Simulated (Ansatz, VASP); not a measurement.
**SnO2: VASP beside Ansatz**

```
CELL_PARAMETERS angstrom
4.72016 0.00000 0.00000
0.00000 4.72016 0.00000
0.00000 0.00000 3.18871
ATOMIC_POSITIONS crystal
Sn 0.00000 0.00000 0.00000
Sn 0.50000 0.50000 0.50000
O 0.30607 0.30607 0.00000
O 0.19393 0.80607 0.50000
O 0.69393 0.69393 0.00000
O 0.80607 0.19393 0.50000
```

Alike in both runs: functional LDA; k mesh 6 × 6 × 8; occupations gaussian, width 0.02 eV; no spin polarisation.

Ansatz relaxed the structure, and its values are those at the end. VASP's run is a single point on that final structure, the one shown.

|  | VASP | Ansatz |
| --- | --- | --- |
| version | VASP 6.6.1 | Ansatz 0.2.0 |
| potentials or method | VASP PAW LDA potentials, release 64 (Sn_d, O), cutoff 520 eV | scalar-relativistic, plane waves, PAW |
| valence electrons in the cell | 52 | 52 |

Ansatz gave:

* gap on the k mesh at the Fermi level (eV): 1.18
* least direct gap on the mesh (eV): 1.18
* pressure (GPa): 0.0
* rms of the force components (eV/Å): 0.000

Which values does VASP return?

gap on the k mesh at the Fermi level (eV): 1.21; least direct gap on the mesh (eV): 1.21; pressure (GPa): 1.4; rms of the force components (eV/Å): 0.013.

Ansatz warns that its potentials were made for another functional, while VASP's fit it. LDA's correlation is that of Perdew and Zunger in VASP and of Perdew and Wang (1992) in Ansatz.
